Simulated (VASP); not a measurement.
CuO:

```
Cu O
1.0
     0.00000    2.25063    2.25063
     2.25063    0.00000    2.25063
     2.25063    2.25063    0.00000
Cu O
1 1
Direct
  0.00000 0.00000 0.00000
  0.25000 0.25000 0.25000
```

Base run:

```yaml
Program: VASP 6.6.1
Functional: PBE
Potentials_or_basis: VASP PAW PBE potentials, release 64 (Cu, O)
Cutoff: 600 eV
k_mesh: 7 × 7 × 7
Occupations: fermi-dirac, width 0.0862 eV
Spin: collinear spin, zero start
Starting_moments: "[0.0, 0.0] μB"
```

Its results: pressure 2.8 GPa; net moment 0.00 μB per cell.

Q: The run is repeated on the same cell with these changes: dispersion from none to D3(BJ). What comes out?

A: Pressure -0.8 GPa; net moment 0.00 μB per cell.

Dispersion adds attraction, which lowers the pressure at fixed volume and, as a term added to the energy, leaves the levels alone.

Caveats: no moment was typed at the start, so none could form; semilocal functionals often make such compounds metallic where correlation or magnetic order opens a gap, which also shifts bond lengths; three body term missing (at least some runs).
